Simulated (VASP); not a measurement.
# SiO2 (Cristobalite) (P4_12_12) in VASP: notebook, part 3 of 3

VASP 6.6.1.

### 4 Electric field gradients, r2SCAN

POSCAR

```
SiO2
1.0
    4.9890000000      0.0000000000      0.0000000000
    0.0000000000      4.9890000000      0.0000000000
    0.0000000000      0.0000000000      6.9910000000
Si O
4 8
Direct
    0.3028320354      0.3028320354      0.0000000000
    0.1971679646      0.8028320354      0.2500000000
    0.6971679646      0.6971679646      0.5000000000
    0.8028320354      0.1971679646      0.7500000000
    0.2377294409      0.1119442125      0.1825996776
    0.3880557875      0.7377294409      0.4325996776
    0.7622705591      0.8880557875      0.6825996776
    0.6119442125      0.2622705591      0.9325996776
    0.7377294409      0.3880557875      0.5674003224
    0.8880557875      0.7622705591      0.3174003224
    0.2622705591      0.6119442125      0.0674003224
    0.1119442125      0.2377294409      0.8174003224
```

INCAR.step1

```
  ALGO = Normal
  EDIFF = 1E-4
  ENCUT = 520
  GGA = PE
  ISMEAR = -1
  LASPH = True
  LCHARG = False
  LREAL = False
  LWAVE = True
  NBANDS = 44
  NELM = 60
  PREC = Accurate
  SIGMA = 0.02
```

INCAR.step2

```
  ALGO = Normal
  EDIFF = 1E-8
  ENCUT = 520
  ISIF = 2
  ISMEAR = -1
  ISTART = 1
  LASPH = True
  LCHARG = False
  LEFG = True
  LMIXTAU = True
  LREAL = False
  LWAVE = False
  METAGGA = R2SCAN
  NBANDS = 44
  NELM = 60
  PREC = Accurate
  SIGMA = 0.02
```

KPOINTS

```
k-points
0
Gamma
  4 4 3
```

Potentials or basis: VASP PAW PBE potentials, release 64 (Si, O).

The run is started by

```bash
$ cat potpaw_PBE.64/Si/POTCAR potpaw_PBE.64/O/POTCAR > POTCAR
$ cp INCAR.step1 INCAR
$ mpirun -np 1 vasp_std > vasp.out
$ cp INCAR.step2 INCAR
$ mpirun -np 1 vasp_std > vasp.out
```

OUTCAR:

```text
EDIFF = 1E-8
   ENCUT = 520
   ISIF = 2
   ISMEAR = -1
   ISTART = 1
   LASPH = True
   LREAL = False
   METAGGA = R2SCAN
   NELM = 60
   PREC = Accurate

 ion  position               nearest neighbor table
   1  0.303  0.303  0.000-   8 1.63  11 1.63   5 1.63  12 1.63   2 3.09   4 3.09   2 3.09   4 3.09

   2  0.197  0.803  0.250-   5 1.63  10 1.63   6 1.63  11 1.63   1 3.09   3 3.09   1 3.09   3 3.09

   3  0.697  0.697  0.500-   6 1.63   9 1.63   7 1.63  10 1.63   2 3.09   4 3.09   4 3.09   2 3.09

   4  0.803  0.197  0.750-   7 1.63  12 1.63   9 1.63   8 1.63   1 3.09   3 3.09   3 3.09   1 3.09

   5  0.238  0.112  0.183-   2 1.63   1 1.63
   6  0.388  0.738  0.433-   3 1.63   2 1.63
   7  0.762  0.888  0.683-   4 1.63   3 1.63
   8  0.612  0.262  0.933-   1 1.63   4 1.63
   9  0.738  0.388  0.567-   3 1.63   4 1.63
  10  0.888  0.762  0.317-   2 1.63   3 1.63
  11  0.262  0.612  0.067-   1 1.63   2 1.63
  12  0.112  0.238  0.817-   4 1.63   1 1.63

  LATTYP: Found a simple tetragonal cell.
 ALAT       =     4.9890000000
 C/A-ratio  =     1.4012828222

  Lattice vectors:

 A1 = (   4.9890000000,   0.0000000000,   0.0000000000)
 A2 = (   0.0000000000,   4.9890000000,   0.0000000000)
 A3 = (   0.0000000000,   0.0000000000,   6.9910000000)

Analysis of symmetry for initial positions (statically):
=====================================================================
 Subroutine PRICEL returns:
 Original cell was already a primitive cell.

 Routine SETGRP: Setting up the symmetry group for a
 simple tetragonal supercell.

 Subroutine GETGRP returns: Found  8 space group operations
 (whereof  2 operations were pure point group operations)
 out of a pool of 16 trial point group operations.

The static configuration has the point symmetry C_2 .
 The point group associated with its full space group is D_4 .

Analysis of symmetry for dynamics (positions and initial velocities):
=====================================================================
 Subroutine PRICEL returns:
 Original cell was already a primitive cell.

 Routine SETGRP: Setting up the symmetry group for a
 simple tetragonal supercell.

 Subroutine GETGRP returns: Found  8 space group operations
 (whereof  2 operations were pure point group operations)
 out of a pool of 16 trial point group operations.

The dynamic configuration has the point symmetry C_2 .
 The point group associated with its full space group is D_4 .

 Subroutine INISYM returns: Found  8 space group operations
 (whereof  2 operations are pure point group operations),
 and found     1 'primitive' translations

----------------------------------------------------------------------------------------

                                     Primitive cell

  volume of cell :     174.0068

  direct lattice vectors                    reciprocal lattice vectors
[... 144 lines left out ...]
 val. band max:       -0.4128420462   @ k =   0.0000   0.0000   0.0000
 cond. band min:       5.8276086067   @ k =   0.0000   0.0000   0.0000
 fundamental gap:      6.2404506530
 Fermi energy:         0.0393385770

 k-point     1 :       0.0000    0.0000    0.0000
  band No.  band energies     occupation
      1     -20.7367      2.00000
      2     -19.8638      2.00000
      3     -19.8638      2.00000
      4     -18.7737      2.00000
      5     -18.6993      2.00000
      6     -18.6989      2.00000
[... 553 lines left out ...]
     43      11.0251      0.00000
     44      11.0251      0.00000

------------------------ aborting loop because EDIFF is reached ----------------------------------------

  FORCE on cell =-STRESS in cart. coord.  units (eV):
  Direction    XX          YY          ZZ          XY          YZ          ZX
  --------------------------------------------------------------------------------------
  -------------------------------------------------------------------------------------
  Total       -3.5074014     -3.5074014     -4.5023439      0.0000000      0.0000000      0.0000000
  in kB      -32.2945872    -32.2945872    -41.4555744      0.0000000      0.0000000      0.0000000
  external PRESSURE =     -35.3482496 kB  Pullay stress =       0.0000000 kB

 VOLUME and BASIS-vectors are now :
 -----------------------------------------------------------------------------
  energy-cutoff  :      520.00
  volume of cell :      174.01
      direct lattice vectors                 reciprocal lattice vectors
     4.989000000  0.000000000  0.000000000     0.200440970  0.000000000  0.000000000
     0.000000000  4.989000000  0.000000000     0.000000000  0.200440970  0.000000000
     0.000000000  0.000000000  6.991000000     0.000000000  0.000000000  0.143041053

 POSITION                                       TOTAL-FORCE (eV/Angst)
 -----------------------------------------------------------------------------------
      1.51083      1.51083      0.00000         0.050185      0.050185     -0.000000
      0.98367      4.00533      1.74775        -0.050185      0.050185     -0.000000
      3.47817      3.47817      3.49550        -0.050185     -0.050185     -0.000000
      4.00533      0.98367      5.24325         0.050185     -0.050185     -0.000000
      1.18603      0.55849      1.27655         0.036051     -0.152467     -0.238217
      1.93601      3.68053      3.02430         0.152467      0.036051     -0.238217
      3.80297      4.43051      4.77205        -0.036051      0.152467     -0.238217
      3.05299      1.30847      6.51980        -0.152467     -0.036051     -0.238217
      3.68053      1.93601      3.96670         0.036051      0.152467      0.238217
      4.43051      3.80297      2.21895         0.152467     -0.036051      0.238217
      1.30847      3.05299      0.47120        -0.036051     -0.152467      0.238217
      0.55849      1.18603      5.71445        -0.152467      0.036051      0.238217
 -----------------------------------------------------------------------------------
    total drift:                               -0.000000      0.000000     -0.000000

  FREE ENERGIE OF THE ION-ELECTRON SYSTEM (eV)
  ---------------------------------------------------
  free  energy   TOTEN  =      -119.1224037052 eV

  energy  without entropy=     -119.1224037052  energy(sigma->0) =     -119.12240371

 Electric field gradients (V/A^2)
---------------------------------------------------------------------
 ion       V_xx      V_yy      V_zz      V_xy      V_xz      V_yz
---------------------------------------------------------------------
   1       0.479     0.479    -0.959     0.281     2.571    -2.571
   2       0.479     0.479    -0.959    -0.281     2.571     2.571
   3       0.479     0.479    -0.959     0.281    -2.571     2.571
   4       0.479     0.479    -0.959    -0.281    -2.571    -2.571
   5     -48.785    43.872     4.913    18.741   -14.263   -57.997
   6      43.872   -48.785     4.913   -18.741    57.997   -14.263
   7     -48.785    43.872     4.913    18.741    14.263    57.997
   8      43.872   -48.785     4.913   -18.741   -57.997    14.263
   9     -48.785    43.872     4.913   -18.741    14.263   -57.997
  10      43.872   -48.785     4.913    18.741   -57.997   -14.263
  11     -48.785    43.872     4.913   -18.741   -14.263    57.997
  12      43.872   -48.785     4.913    18.741    57.997    14.263
---------------------------------------------------------------------

 Electric field gradients after diagonalization (V/A^2)
 (convention: |V_zz| > |V_xx| > |V_yy|)
----------------------------------------------------------------------
 ion       V_xx      V_yy      V_zz     asymmetry (V_yy - V_xx)/ V_zz
----------------------------------------------------------------------
   1       3.302     0.761    -4.062       0.626
   2       3.302     0.761    -4.062       0.626
   3       3.302     0.761    -4.062       0.626
   4       3.302     0.761    -4.062       0.626
   5     -52.816   -36.764    89.580       0.179
   6     -52.816   -36.764    89.580       0.179
   7     -52.816   -36.764    89.580       0.179
   8     -52.816   -36.764    89.580       0.179
   9     -52.816   -36.764    89.580       0.179
  10     -52.816   -36.764    89.580       0.179
  11     -52.816   -36.764    89.580       0.179
  12     -52.816   -36.764    89.580       0.179
----------------------------------------------------------------------

           NMR quadrupolar parameters

 Cq : quadrupolar parameter    Cq=e*Q*V_zz/h
 eta: asymmetry parameters     (V_yy - V_xx)/ V_zz
 Q  : nuclear electric quadrupole moment in mb (millibarn)
----------------------------------------------------------------------
 ion       Cq(MHz)       eta       Q (mb)
----------------------------------------------------------------------
   1      -0.010       0.626       1.000
   2      -0.010       0.626       1.000
   3      -0.010       0.626       1.000
   4      -0.010       0.626       1.000
   5       0.217       0.179       1.000
   6       0.217       0.179       1.000
   7       0.217       0.179       1.000
   8       0.217       0.179       1.000
   9       0.217       0.179       1.000
  10       0.217       0.179       1.000
  11       0.217       0.179       1.000
  12       0.217       0.179       1.000
----------------------------------------------------------------------
```

Wall time 6 min (1 thread of Intel Xeon Platinum 8259CL at 2.50GHz (Skylake/Cascade Lake), shared host); peak memory 0.33 GiB.

What came out:

* Free energy: -119.1224 eV
* Pressure: -3.5 GPa
* Largest force: 0.285 eV/Å
* Band gap on the k mesh: 6.24 eV, direct

Forces in eV/Å, atoms in the order of the input:
```
Si   0.050  0.050  0.000
Si  -0.050  0.050  0.000
Si  -0.050 -0.050  0.000
Si   0.050 -0.050  0.000
O    0.036 -0.152 -0.238
O    0.152  0.036 -0.238
O   -0.036  0.152 -0.238
O   -0.152 -0.036 -0.238
O    0.036  0.152  0.238
O    0.152 -0.036  0.238
O   -0.036 -0.152  0.238
O   -0.152  0.036  0.238
```

Stress tensor (GPa, compression positive):
```
-3.23  0.00  0.00
 0.00 -3.23  0.00
 0.00  0.00 -4.15
```

Electric field gradients, principal values (V/Å²):
```tsv
atom	least	middle	greatest (by size)
1 Si	0.761	3.302	-4.062
2 Si	0.761	3.302	-4.062
3 Si	0.761	3.302	-4.062
4 Si	0.761	3.302	-4.062
5 O	-36.764	-52.816	89.580
6 O	-36.764	-52.816	89.580
7 O	-36.764	-52.816	89.580
8 O	-36.764	-52.816	89.580
9 O	-36.764	-52.816	89.580
10 O	-36.764	-52.816	89.580
11 O	-36.764	-52.816	89.580
12 O	-36.764	-52.816	89.580
```

Caveat: without QUAD_EFG the Cq values of the log hold for a quadrupole moment of 1 mb, not for the nuclei; the PAW data sets were made with another functional, which shifts forces and pressure a little. r2SCAN opens gaps a little over a GGA but as a rule still falls short of measured ones.

### 5 Summary

```tsv
level	smearing	gap on the mesh (eV)	pressure (GPa)	largest force (eV/Å)
PBE	fermi-dirac 0.02 eV	5.77	7.0	0.45
PBE	fermi-dirac 0.15 eV	5.77	7.0	0.45
r2SCAN	fermi-dirac 0.02 eV	6.24	-3.5	0.29
```

Some of these runs hold the atoms at other places in the same cell, which the table doesn't show; runs alike in all that it shows share one row.

Alike in all rows: task electric field gradients; potentials or basis VASP PAW PBE potentials, release 64 (Si, O); no spin polarisation; cell as given; k mesh 4 × 4 × 3; cutoff (eV) 520.

On the cell as given the gap runs from 5.77 eV (PBE) to 6.24 eV (r2SCAN). The pressure there spans -3.5 GPa (r2SCAN) to 7.0 GPa (PBE); a positive pressure means that this level wants a larger cell, a negative one a smaller.

Caveats: the PAW data sets were made with another functional, which shifts forces and pressure a little (some runs).

Total energies depend on the potentials used, so only differences within one code and one set of settings carry meaning.
